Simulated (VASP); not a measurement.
## CaO: single point with PBE

CaO:

```
Ca O
1.0
     0.00000    2.49345    2.35222
     2.49345    0.00000    2.35222
     2.49345    2.49345    0.00000
Ca O
1 1
Direct
  0.00000 0.00000 0.00000
  0.50000 0.50000 0.50000
```

This cell differs from its parent crystal: epitaxial xy strain +4.0%.

- Program: VASP 6.6.1
- Task: single point
- Functional: PBE
- Potentials or basis: VASP PAW PBE potentials, release 64 (Ca_sv, O)
- Cutoff: 520 eV
- k mesh: 10 × 10 × 10
- Occupations: fermi-dirac, width 0.02 eV
- Spin: no spin polarisation

| Quantity | Value |
| --- | --- |
| Pressure | -2.4 GPa |
| Band gap on the k mesh | 3.44 eV, indirect (least direct gap 4.00 eV) |

Stress tensor (GPa, compression positive):
```
-5.03  0.00  0.00
 0.00 -5.03  0.00
 0.00  0.00  2.93
```

Levels at points of the mesh, in eV from the valence-band top:
```tsv
k point	band 6	band 7	band 8	band 9	band 10	band 11
(0.00, 0.00, 0.00)	-0.13	-0.13	0.00	4.13	5.91	5.91
(0.50, 0.00, 0.00)	-2.61	-1.21	-1.20	6.72	8.00	8.00
(0.50, 0.50, 0.00)	-1.18	-0.56	-0.56	3.44	7.67	8.52
(0.50, 0.00, 0.50)	-1.50	-0.46	-0.36	3.64	7.49	8.61
```

Wall time 120 s on 1 thread of AMD EPYC 7R43 64-Core Processor (Zen 3), on a shared host, peak memory 0.15 GiB.

Caveat: the cell differs from its parent crystal (epitaxial xy strain +4.0%). A k mesh can miss the band edges.
